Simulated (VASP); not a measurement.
# LiMo2 in VASP: notebook, part 2 of 2

VASP 6.6.1. Earlier steps stand in the parts before.

## (3) Single point, PBE

INCAR

```
SYSTEM = LiMo2
PREC = Accurate ; ENCUT = 520
EDIFF = 1E-7 ; ISMEAR = 0
SIGMA = 0.2 ; LREAL = .FALSE.
LASPH = .TRUE. ; NELM = 60
ALGO = Fast ; ISIF = 2
LWAVE = .FALSE. ; LCHARG = .FALSE.
GGA = PE ; NBANDS = 40
```

KPOINTS

```
regular mesh
0
G
  6 6 6
  0 0 0
```

POSCAR

```
LiMo2
1.0
    1.6411612755     -1.6461414804     -4.0197940787
    1.6597153276     -1.6551101181      4.0312705689
   -3.2965375474     -3.2971430052     -0.0038378716
Li Mo
2 4
Direct
    0.9999138162     -0.0001155149      1.0000404459
    0.5001139090      0.5001169984      0.4999706949
    0.3304781596      0.6692684106      0.9999446401
    0.8305660659      0.1693435922      0.5001181816
    0.1695014885      0.8307294547      0.4998990190
    0.6694265608      0.3306570589      1.0000270184
```

Potentials or basis: VASP PAW PBE potentials, release 64 (Li_sv, Mo_sv).

Run with:

```sh
> cat potpaw_PBE.64/Li_sv/POTCAR potpaw_PBE.64/Mo_sv/POTCAR > POTCAR
> mpirun -np 1 vasp_std > vasp.out
```

OUTCAR:

```text
SYSTEM = LiMo2
   PREC = Accurate
   ENCUT = 520
   EDIFF = 1E-7
   ISMEAR = 0
   LREAL = .FALSE.
   LASPH = .TRUE.
   NELM = 60
   ISIF = 2
   GGA = PE

 ion  position               nearest neighbor table
   1  1.000  1.000  0.000-   3 2.66   6 2.66   3 2.70   6 2.70   4 2.70   5 2.70   5 2.70   4 2.70
                             6 2.71   3 2.71
   2  0.500  0.500  0.500-   5 2.66   4 2.66   5 2.70   4 2.70   6 2.70   3 2.70   3 2.70   6 2.70
                             4 2.71   5 2.71
   3  0.330  0.669  1.000-   1 2.66   6 2.66   5 2.67   5 2.67   6 2.68   1 2.70   2 2.70   2 2.70
[... 1253 lines left out ...]
  Total        0.1828493      0.1766319      0.1349423     -0.0018647      0.0398953     -0.0818382
  in kB        3.3435021      3.2298143      2.4674959     -0.0340969      0.7295084     -1.4964569
  external PRESSURE =       3.0136041 kB  Pullay stress =       0.0000000 kB

 VOLUME and BASIS-vectors are now :
 -----------------------------------------------------------------------------
  energy-cutoff  :      520.00
  volume of cell :       87.62
      direct lattice vectors                 reciprocal lattice vectors
     1.641161276 -1.646141480 -4.019794079     0.151769652 -0.151596601 -0.124725810
     1.659715328 -1.655110118  4.031270569     0.151193191 -0.151309402  0.123690190
    -3.296537547 -3.297143005 -0.003837872    -0.151669399 -0.151651543  0.000180594

 POSITION                                       TOTAL-FORCE (eV/Angst)
 -----------------------------------------------------------------------------------
      3.30041     -3.30105      0.01136         0.001344     -0.000384      0.001002
      0.00265     -3.29948      0.00383        -0.001434      0.001030      0.000025
     -1.64319     -4.94869      1.36571         0.001788     -0.002591     -0.024107
     -0.00450     -3.29647     -2.65795         0.004437      0.000176     -0.023449
      0.00902     -3.30221      2.66562        -0.003899     -0.000343      0.023359
      1.64734     -1.64933     -1.35799        -0.002236      0.002112      0.023169
 -----------------------------------------------------------------------------------
    total drift:                                0.000007      0.000001      0.000042

  FREE ENERGIE OF THE ION-ELECTRON SYSTEM (eV)
  ---------------------------------------------------
  free  energy   TOTEN  =       -45.0367198669 eV

  energy  without entropy=      -44.9255426894  energy(sigma->0) =      -44.98113128
```

Wall time 9.8 min (1 thread of Intel Xeon 6975P-C (Granite Rapids), shared host); peak memory 0.41 GiB.

Results:

| Item | Value |
| --- | --- |
| Free energy | -45.0367 eV |
| Largest force | 0.024 eV/Å |
| Band gap on the k mesh | zero (bands 31 and 32 overlap by 2.26 eV) |

Forces in eV/Å, atoms in the order of the input:
```
Li   0.001  0.000  0.001
Li  -0.001  0.001  0.000
Mo   0.002 -0.003 -0.024
Mo   0.004  0.000 -0.023
Mo  -0.004  0.000  0.023
Mo  -0.002  0.002  0.023
```

Caveat: the cutoff is under 1.25 times the usual one of these potentials, so pressure, stress and relaxed cells hold a basis-set (Pulay) error.

## (4) Single point, PBE

This run uses another cell than the first one: it holds 3 atoms, not 6.

INCAR

```
ALGO = Fast
EDIFF = 1E-6
ENCUT = 520
GGA = PE
ISIF = 2
ISMEAR = 0
LASPH = T
LCHARG = T
LELF = T
LREAL = F
LVHAR = T
LWAVE = F
NBANDS = 22
NELM = 60
PREC = Accurate
SIGMA = 0.1
```

KPOINTS

```
k-points
0
Gamma
  20 20 20
```

POSCAR

```
LiMo2
1.0
   -1.6509342405      1.6509342405      4.0226510269
    1.6509342405     -1.6509342405      4.0226510269
    1.6509342405      1.6509342405     -4.0226510269
Li Mo
1 2
Direct
    0.0000000000      0.0000000000      0.0000000000
    0.6696955629      0.6696955629      0.0000000000
    0.3303044371      0.3303044371      0.0000000000
```

Run with:

```sh
> cat potpaw_PBE.64/Li_sv/POTCAR potpaw_PBE.64/Mo_sv/POTCAR > POTCAR
> mpirun -np 1 vasp_std > vasp.out
```

Wall time 13 min (1 thread of Intel Xeon 6975P-C (Granite Rapids), shared host); peak memory 0.63 GiB.

It converged, with:

| Quantity | Value |
| --- | --- |
| Free energy | -22.4912 eV |
| Largest force | 0.018 eV/Å |
| Band gap on the k mesh | zero (an odd number of electrons rules out a gap without spin polarisation) |

Forces in eV/Å, atoms in the order of the input:
```
Li   0.000  0.000  0.000
Mo   0.000  0.000 -0.018
Mo   0.000  0.000  0.018
```

Levels at points of the mesh, in eV from the Fermi level:
```tsv
k point	band 13	band 14	band 15	band 16	band 17	band 18	band 19	band 20
(0.00, 0.00, 0.00)	-0.94	-0.83	-0.10	-0.10	0.26	0.42	0.42	3.53
(0.50, 0.00, 0.00)	-1.90	-1.79	-1.57	1.68	1.69	2.31	2.46	2.94
(0.50, 0.50, 0.00)	-2.46	-1.16	-0.10	0.64	1.33	2.22	2.39	2.40
(0.50, 0.50, 0.50)	-1.76	-0.85	-0.85	-0.76	1.29	2.17	2.17	3.14
```

Caveat: the cutoff is under 1.25 times the usual one of these potentials, so pressure, stress and relaxed cells hold a basis-set (Pulay) error.

## (5) Summary

| cell | k mesh | smearing | further INCAR settings | gap on the mesh (eV) | largest force (eV/Å) |
| --- | --- | --- | --- | --- | --- |
| a = 4.651, b = 4.651, c = 4.670 Å, angles 90.0, 90.0, 119.7°, 6 atoms, atomic positions A | 6 × 6 × 6 | gaussian 0.2 eV | ALGO = Fast; EDIFF = 1e-06; NBANDS = 40 | none | 0.07 |
| a = 4.643, b = 4.663, c = 4.662 Å, angles 90.1, 89.9, 119.8°, 6 atoms, atomic positions A | 6 × 6 × 6 | gaussian 0.2 eV | ALGO = Fast; EDIFF = 1e-07; NBANDS = 40 | none | 0.02 |
| a = 4.651 Å, angles 138.4, 138.4, 60.3°, 3 atoms, atomic positions B | 20 × 20 × 20 | gaussian 0.1 eV | ALGO = Fast; EDIFF = 1e-06; NBANDS = 22 | none | 0.02 |

Alike in all rows: task single point; level PBE; potentials or basis VASP PAW PBE potentials, release 64 (Li_sv, Mo_sv); no spin polarisation; cutoff (eV) 520.

Caveats: the cutoff is under 1.25 times the usual one of these potentials, so pressure, stress and relaxed cells hold a basis-set (Pulay) error.

Absolute energies hang on the potentials; compare differences alone.
